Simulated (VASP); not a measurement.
# Al3Ni2 (P-3m1) in VASP: further runs

Al3Ni2 is run at these levels: PBEsol; tasks: single point.

Everything below comes from runs of VASP 6.6.1. Logs are shortened: lines on timing, memory, paths and dates and some standing lists are left out, and cuts for length are marked.

## (1) The cell of the first run

Symmetry: P-3m1, No. 164, trigonal system. Conventional cell: a = 3.913 Å, b = 3.913 Å, c = 4.781 Å, α = 90.00°, β = 90.00°, γ = 120.00°. Within 3.1 Å of Ni (site symmetry 3m) lie 8 Al at 2.37 to 2.46 Å and 3 Ni at 2.66 Å. Within 3.1 Å of Al (site symmetry 3m) lie 5 Ni at 2.38 to 2.46 Å and 6 Al at 2.67 to 2.82 Å. Al (site symmetry -3m) has 6 Ni at 2.37 Å and 6 Al at 2.82 Å within 3.1 Å.

## (2) Single point, PBEsol, collinear spin, ferromagnetic start

Input file INCAR:

```
SYSTEM = Al3Ni2
PREC = Accurate ; ENCUT = 520
EDIFF = 1E-6 ; ISMEAR = -1
SIGMA = 0.05 ; LREAL = .False.
LASPH = .True. ; NELM = 150
ALGO = Normal ; ISIF = 2
LWAVE = .False. ; LCHARG = .True.
ISPIN = 2 ; MAGMOM = 1 1 0 0 0
LORBIT = 11 ; LMAXMIX = 4
GGA = PS ; LELF = .True.
LVHAR = .True. ; NBANDS = 26
```

Input file KPOINTS:

```
regular mesh
0
Gamma
  8 8 6
  0 0 0
```

Input file POSCAR:

```
Al3Ni2
1.0
    3.9126586514      0.0000000000      0.0000000000
   -1.9563293257      3.3884617884      0.0000000000
    0.0000000000      0.0000000000      4.7812246138
Ni Al
2 3
Direct
    0.6666666667      0.3333333333      0.8534280000
    0.3333333333      0.6666666667      0.1465720000
    0.6666666667      0.3333333333      0.3519170000
    0.3333333333      0.6666666667      0.6480830000
    0.0000000000      0.0000000000      0.0000000000
```

Potentials or basis: VASP PAW PBE potentials, release 64 (Ni, Al).

Started as:

```console
cat potpaw_PBE.64/Ni/POTCAR potpaw_PBE.64/Al/POTCAR > POTCAR
mpirun -np 1 vasp_std > vasp.out
```

OUTCAR:

```text
SYSTEM = Al3Ni2
   PREC = Accurate
   ENCUT = 520
   EDIFF = 1E-6
   ISMEAR = -1
   LREAL = .False.
   LASPH = .True.
   NELM = 150
   ISIF = 2
   ISPIN = 2
   LORBIT = 11
   GGA = PS

 ion  position               nearest neighbor table
   1  0.667  0.333  0.853-   5 2.37   5 2.37   5 2.37   3 2.38   3 2.40   4 2.46   4 2.46   4 2.46
                             2 2.66   2 2.66   2 2.66
   2  0.333  0.667  0.147-   5 2.37   5 2.37   5 2.37   4 2.38   4 2.40   3 2.46   3 2.46   3 2.46
                             1 2.66   1 2.66   1 2.66
   3  0.667  0.333  0.352-   1 2.38   1 2.40   2 2.46   2 2.46   2 2.46   4 2.67   4 2.67   4 2.67
                             5 2.82   5 2.82   5 2.82
   4  0.333  0.667  0.648-   2 2.38   2 2.40   1 2.46   1 2.46   1 2.46   3 2.67   3 2.67   3 2.67
                             5 2.82   5 2.82   5 2.82
   5  0.000  0.000  0.000-   1 2.37   2 2.37   2 2.37   1 2.37   1 2.37   2 2.37   3 2.82   4 2.82
                             3 2.82   4 2.82   3 2.82   4 2.82

  LATTYP: Found a hexagonal cell.
 ALAT       =     3.9126586514
 C/A-ratio  =     1.2219886885

  Lattice vectors:

 A1 = (   3.9126586514,   0.0000000000,   0.0000000000)
 A2 = (  -1.9563293257,   3.3884617884,   0.0000000000)
 A3 = (   0.0000000000,   0.0000000000,   4.7812246138)

Analysis of symmetry for initial positions (statically):
=====================================================================
 Subroutine PRICEL returns:
 Original cell was already a primitive cell.

 Routine SETGRP: Setting up the symmetry group for a
 hexagonal supercell.

 Subroutine GETGRP returns: Found 12 space group operations
 (whereof 12 operations were pure point group operations)
 out of a pool of 24 trial point group operations.

The static configuration has the point symmetry D_3d.

Analysis of symmetry for dynamics (positions and initial velocities):
=====================================================================
 Subroutine PRICEL returns:
 Original cell was already a primitive cell.

 Routine SETGRP: Setting up the symmetry group for a
 hexagonal supercell.

 Subroutine GETGRP returns: Found 12 space group operations
 (whereof 12 operations were pure point group operations)
 out of a pool of 24 trial point group operations.

The dynamic configuration has the point symmetry D_3d.

Analysis of structural, dynamic, and magnetic symmetry:
=====================================================================
 Subroutine PRICEL returns:
 Original cell was already a primitive cell.

 Routine SETGRP: Setting up the symmetry group for a
 hexagonal supercell.

 Subroutine GETGRP returns: Found 12 space group operations
 (whereof 12 operations were pure point group operations)
 out of a pool of 24 trial point group operations.

The overall configuration has the point symmetry D_3d.

 Subroutine INISYM returns: Found 12 space group operations
 (whereof 12 operations are pure point group operations),
 and found     1 'primitive' translations

----------------------------------------------------------------------------------------

                                     Primitive cell

  volume of cell :      63.3890

  direct lattice vectors                    reciprocal lattice vectors
     3.912658651  0.000000000  0.000000000     0.255580691  0.147559580  0.000000000
    -1.956329326  3.388461788  0.000000000     0.000000000  0.295119161  0.000000000
     0.000000000  0.000000000  4.781224614     0.000000000  0.000000000  0.209151437

  length of vectors
     3.912658651  3.912658651  4.781224614     0.295119161  0.295119161  0.209151437

  position of ions in fractional coordinates (direct lattice)
     0.666666667  0.333333333  0.853428000
     0.333333333  0.666666667  0.146572000
     0.666666667  0.333333333  0.351917000
     0.333333333  0.666666667  0.648083000
     0.000000000  0.000000000  0.000000000

  ion indices of the primitive-cell ions
   primitive index   ion index
                 1           1
                 2           2
                 3           3
                 4           4
                 5           5

----------------------------------------------------------------------------------------

 KPOINTS: regular mesh

Automatic generation of k-mesh.
 Grid dimensions read from file:
 generate k-points for:    8    8    6

 Generating k-lattice:

  Cartesian coordinates                     Fractional coordinates (reciprocal lattice)
     0.031947586  0.018444948  0.000000000     0.125000000  0.000000000  0.000000000
     0.000000000  0.036889895  0.000000000     0.000000000  0.125000000  0.000000000
     0.000000000  0.000000000  0.034858573     0.000000000  0.000000000  0.166666667

  Length of vectors
     0.036889895  0.036889895  0.034858573

  Shift w.r.t. Gamma in fractional coordinates (k-lattice)
     0.000000000  0.000000000  0.000000000

 Subroutine IBZKPT returns following result:
 ===========================================

 Found     50 irreducible k-points:

 Following reciprocal coordinates:
            Coordinates               Weight
  0.000000  0.000000  0.000000      1.000000
  0.125000 -0.000000  0.000000      6.000000
  0.250000 -0.000000  0.000000      6.000000
  0.375000  0.000000  0.000000      6.000000
  0.500000 -0.000000  0.000000      3.000000
  0.125000  0.125000  0.000000      6.000000
[... 16 lines left out ...]
 -0.125000  0.500000  0.166667     12.000000
  0.250000  0.250000  0.166667     12.000000
 [... further k-points ...]
   k-points           NKPTS =     50   k-points in BZ     NKDIM =     50   number of bands    NBANDS=     26
   number of dos      NEDOS =    301   number of ions     NIONS =      5
   total plane-waves  NPLWV =  32400
   dimension x,y,z NGX =    30 NGY =   30 NGZ =   36
   dimension x,y,z NGXF=    60 NGYF=   60 NGZF=   72
   ions per type =               2   3
   NGX,Y,Z   is equivalent  to a cutoff of  12.75, 12.75, 12.52 a.u.
   NGXF,Y,Z  is equivalent  to a cutoff of  25.49, 25.49, 25.03 a.u.
 SYSTEM =  Al3Ni2
   PREC   = accura    normal or accurate (medium, high low for compatibility)
   ISTART =      0    job   : 0-new  1-cont  2-samecut
   ICHARG =      2    charge: 1-file 2-atom 10-const
   ISPIN  =      2    spin polarized calculation?
   LNONCOLLINEAR =      F non collinear calculations
   LSORBIT =      F    spin-orbit coupling
   LASPH  =      T    aspherical Exc in radial PAW
   ENCUT  =  520.0 eV  38.22 Ry    6.18 a.u.   7.27  7.27  8.89*2*pi/ulx,y,z
   NELM   =    150;   NELMIN=  2; NELMDL= -5     # of ELM steps
   EDIFF  = 0.1E-05   stopping-criterion for ELM
   LREAL  =      F    real-space projection
   EDIFFG = 0.1E-04   stopping-criterion for IOM
   NSW    =      0    number of steps for IOM
   IBRION =     -1    ionic relax: 0-MD 1-quasi-New 2-CG
   NFREE  =      0    steps in history (QN), initial steepest desc. (CG)
   ISIF   =      2    stress and relaxation
   ISYM   =      2    0-nonsym 1-usesym 2-fastsym
   POTIM  = 0.5000    time-step for ionic-motion
   TEBEG  =    0.0;   TEEND  =   0.0 temperature during run
   PSTRESS=    0.0 pullay stress
   NELECT =      29.0000    total number of electrons
   NUPDOWN=      -1.0000    fix difference up-down
   EMIN   =  10.00;   EMAX   =-10.00  energy-range for DOS
   EFERMI =   0.00;   METHOD = LEGACY
   ISMEAR =    -1;   SIGMA  =   0.05  broadening in eV -4-tet -1-fermi 0-gaus
   EFERMI_NEDOS =   21; number of points for ismear=-14 and -15
   IALGO  =     38    algorithm
   IMIX   =      4    mixing-type and parameters
     AMIX     =   0.40;   BMIX     =  1.00
     AMIX_MAG =   1.60;   BMIX_MAG =  1.00
  volume/ion in A,a.u.               =      12.68        85.55
  Fermi-wavevector in a.u.,A,eV,Ry     =   1.261449  2.383792 21.650309  1.591253
  Thomas-Fermi vector in A             =   2.394907
   LORBIT       =     11    0 simple, 1 ext, 2 COOP (PROOUT), +10 PAW based schemes
   GGA     = PS    functional components
   LHFCALC =     F    Hartree Fock is set to
   AEXX    =    0.0000 exact exchange contribution
   IVDW    =     0    specifies the selected vdW correction
   LEPSILON=     F    determine dielectric tensor
   LRPA    =     F    only Hartree local field effects (RPA)
 spin polarized calculation
  energy-cutoff  :      520.00
  volume of cell :       63.39
 maximum number of plane-waves:      1751
 NGX is ok and might be reduce to    30
   NGX = 15   NGY = 15   NGZ = 17

 number of electron      29.0000040 magnetization      -0.0000788

 number of electron      29.0000040 magnetization       0.0000253

 Free energy of the ion-electron system (eV)
  ---------------------------------------------------
  ext. energy  EPLUGINS =         0.00000000
  ---------------------------------------------------
  free energy    TOTEN  =       -27.53941196 eV

  energy without entropy =      -27.52928455  energy(sigma->0) =      -27.53434826

 E-fermi :   9.1608     XC(G=0): -11.6434

 val. band max:        9.1516622515   @ k =   0.3750   0.2500   0.5000
 cond. band min:       9.1828000363   @ k =   0.1250   0.1250   0.1667
 fundamental gap:      0.0311377849
 Fermi energy:         9.1608191468

 spin component 1

 k-point     1 :       0.0000    0.0000    0.0000
  band No.  band energies     occupation
      1      -1.7387      1.00000
      2       3.7196      1.00000
      3       4.1838      1.00000
      4       5.3761      1.00000
      5       5.3761      1.00000
      6       5.9584      1.00000
[... 18 lines left out ...]
     25      17.7950      0.00000
     26      17.7950      0.00000

 k-point     2 :       0.1250   -0.0000    0.0000
  band No.  band energies     occupation
      1      -1.5332      1.00000
      2       3.8413      1.00000
      3       4.2491      1.00000
      4       5.2888      1.00000
      5       5.4600      1.00000
      6       5.8582      1.00000
[... 18 lines left out ...]
     25      17.5582      0.00000
[... 608 lines left out ...]
     25      21.2546      0.00000
     26      22.0284      0.00000

 k-point    24 :       0.2500    0.2500    0.1667
  band No.  band energies     occupation
      1       0.8029      1.00000
      2       3.4361      1.00000
      3       3.4613      1.00000
      4       4.5460      1.00000
      5       5.6247      1.00000
      6       5.7884      1.00000
[... 18 lines left out ...]
     25      21.8781      0.00000
     26      22.0640      0.00000

 [... further k-points ...]

 spin component 2

 k-point     1 :       0.0000    0.0000    0.0000
  band No.  band energies     occupation
      1      -1.7387      1.00000
      2       3.7196      1.00000
      3       4.1838      1.00000
      4       5.3761      1.00000
      5       5.3761      1.00000
      6       5.9584      1.00000
[... 18 lines left out ...]
     25      17.7950      0.00000
     26      17.7950      0.00000

 k-point     2 :       0.1250   -0.0000    0.0000
  band No.  band energies     occupation
      1      -1.5332      1.00000
      2       3.8412      1.00000
      3       4.2491      1.00000
      4       5.2888      1.00000
      5       5.4600      1.00000
      6       5.8582      1.00000
[... 18 lines left out ...]
     25      17.5582      0.00000
[... 608 lines left out ...]
     25      21.2546      0.00000
     26      22.0284      0.00000

 k-point    24 :       0.2500    0.2500    0.1667
  band No.  band energies     occupation
      1       0.8029      1.00000
      2       3.4361      1.00000
      3       3.4613      1.00000
      4       4.5460      1.00000
      5       5.6246      1.00000
      6       5.7884      1.00000
[... 18 lines left out ...]
     25      21.8781      0.00000
     26      22.0639      0.00000

 [... further k-points ...]
[... 5 lines left out ...]
  --------------------------------------------------------------------------------------
  -------------------------------------------------------------------------------------
  Total        4.0319804      4.0319804      4.0985180      0.0000000      0.0000000      0.0000000
  in kB      101.9096476    101.9096476    103.5914067      0.0000000      0.0000000      0.0000000
  external PRESSURE =     102.4702340 kB  Pullay stress =       0.0000000 kB

 VOLUME and BASIS-vectors are now :
 -----------------------------------------------------------------------------
  energy-cutoff  :      520.00
  volume of cell :       63.39
      direct lattice vectors                 reciprocal lattice vectors
     3.912658651  0.000000000  0.000000000     0.255580691  0.147559580  0.000000000
    -1.956329326  3.388461788  0.000000000     0.000000000  0.295119161  0.000000000
     0.000000000  0.000000000  4.781224614     0.000000000  0.000000000  0.209151437

 POSITION                                       TOTAL-FORCE (eV/Angst)
 -----------------------------------------------------------------------------------
      1.95633      1.12949      4.08043        -0.000000      0.000000     -0.040781
     -0.00000      2.25897      0.70079        -0.000000     -0.000000      0.040781
      1.95633      1.12949      1.68259        -0.000000     -0.000000      0.121029
     -0.00000      2.25897      3.09863         0.000000      0.000000     -0.121029
      0.00000      0.00000      0.00000        -0.000000      0.000000      0.000000
 -----------------------------------------------------------------------------------
    total drift:                                0.000000     -0.000000      0.000000

  FREE ENERGIE OF THE ION-ELECTRON SYSTEM (eV)
  ---------------------------------------------------
  free  energy   TOTEN  =       -27.5394119581 eV

  energy  without entropy=      -27.5292845541  energy(sigma->0) =      -27.53434826

 total charge

# of ion       s       p       d       tot
------------------------------------------
    1        0.550   0.666   8.479   9.695
    2        0.550   0.666   8.479   9.695
    3        0.402   0.428   0.000   0.830
    4        0.402   0.428   0.000   0.830
    5        0.418   0.436   0.000   0.854
--------------------------------------------------
tot          2.323   2.623  16.957  21.904

 magnetization (x)

# of ion       s       p       d       tot
------------------------------------------
    1       -0.000  -0.000   0.000  -0.000
    2       -0.000  -0.000   0.000  -0.000
    3        0.000   0.000   0.000   0.000
    4        0.000   0.000   0.000   0.000
    5        0.000  -0.000   0.000   0.000
--------------------------------------------------
tot          0.000  -0.000   0.000   0.000
```

It took 8.2 min on 1 thread of AMD EPYC 7R13, shared host; peak memory 0.24 GiB.

What came out:

```yaml
Free_energy: -27.5394 eV
Pressure: 10.2 GPa
Largest_force: 0.121 eV/Å
Net_moment: 0.00 μB per cell
Valence_electrons_inside_the_program's_atomic_spheres: Ni 9.70; Al 0.83, 0.85
```

Forces in eV/Å, atoms in the order of the input:
```
Ni   0.000  0.000 -0.041
Ni   0.000  0.000  0.041
Al   0.000  0.000  0.121
Al   0.000  0.000 -0.121
Al   0.000  0.000  0.000
```

Stress tensor (GPa, compression positive):
```
10.19  0.00  0.00
 0.00 10.19  0.00
 0.00  0.00 10.36
```

Caveat: the PAW data sets were made with another functional, which shifts forces and pressure a little.

## (3) Single point, PBEsol, collinear spin, ferromagnetic start

This run uses another cell than the first one, of 12.95 Å³/atom, 1.021 times its volume.

Input file INCAR:

```
SYSTEM = Al3Ni2
  ALGO = Normal
  EDIFF = 1E-6
  ENCUT = 520
  GGA = PS
  ISIF = 2
  ISMEAR = -1
  ISPIN = 2
  LASPH = .TRUE.
  LCHARG = .FALSE.
  LMAXMIX = 4
  LORBIT = 11
  LREAL = .FALSE.
  LWAVE = .FALSE.
  MAGMOM = 1 1 0 0 0
  NBANDS = 26
  NELM = 150
  PREC = Accurate
  SIGMA = 0.05
```

Input file KPOINTS:

```
k-points
0
G
  8 8 6
  0 0 0
```

Edit POSCAR of step 2 so:

```diff
@@ -2,5 +2,5 @@
 1.0
-    3.9126586514      0.0000000000      0.0000000000
-   -1.9563293257      3.3884617884      0.0000000000
-    0.0000000000      0.0000000000      4.7812246138
+    3.9402134934      0.0000000000      0.0000000000
+   -1.9701067467      3.4123249816      0.0000000000
+    0.0000000000      0.0000000000      4.8148963190
 Ni Al
```

Potentials or basis: VASP PAW PBE potentials, release 64 (Ni, Al).

Started as:

```console
cat potpaw_PBE.64/Ni/POTCAR potpaw_PBE.64/Al/POTCAR > POTCAR
mpirun -np 1 vasp_std > vasp.out
```

Wall time 7.6 min (1 thread of AMD EPYC 7R13, shared host); peak memory 0.24 GiB.

The run converged. Its results:

```
Free energy                                           : -27.6093 eV
Pressure                                              : 6.5 GPa
Largest force                                         : 0.081 eV/Å
Net moment                                            : 0.00 μB per cell
Valence electrons inside the program's atomic spheres : Ni 9.65; Al 0.82, 0.84
```

Forces in eV/Å, atoms in the order of the input:
```
Ni   0.000  0.000 -0.013
Ni   0.000  0.000  0.013
Al   0.000  0.000  0.081
Al   0.000  0.000 -0.081
Al   0.000  0.000  0.000
```

Levels at points of the mesh, in eV from the Fermi level:
Spin up:
| k point | band 13 | band 14 | band 15 | band 16 | band 17 | band 18 |
| --- | --- | --- | --- | --- | --- | --- |
| (0.00, 0.00, 0.00) | -1.30 | 1.41 | 1.41 | 3.36 | 3.36 | 4.71 |
| (0.50, 0.00, 0.00) | -1.59 | -1.57 | -1.22 | 1.48 | 2.23 | 2.44 |
| (0.00, 0.00, 0.50) | 2.92 | 2.92 | 2.99 | 2.99 | 3.33 | 4.44 |
| (0.50, 0.00, 0.50) | -1.76 | -1.05 | -0.26 | 1.67 | 2.30 | 3.53 |
Spin down:
| k point | band 12 | band 13 | band 14 | band 15 | band 16 | band 17 | band 18 | band 19 |
| --- | --- | --- | --- | --- | --- | --- | --- | --- |
| (0.00, 0.00, 0.00) | -1.70 | -1.30 | 1.41 | 1.41 | 3.36 | 3.36 | 4.71 | 5.17 |
| (0.50, 0.00, 0.00) | -1.89 | -1.59 | -1.57 | -1.22 | 1.48 | 2.23 | 2.44 | 4.91 |
| (0.00, 0.00, 0.50) | -1.81 | 2.92 | 2.92 | 2.99 | 2.99 | 3.33 | 4.44 | 4.66 |
| (0.50, 0.00, 0.50) | -1.80 | -1.76 | -1.05 | -0.26 | 1.67 | 2.30 | 3.53 | 6.54 |

Caveat: the PAW data sets were made with another functional, which shifts forces and pressure a little.

(Continued in part 2 of 2.)
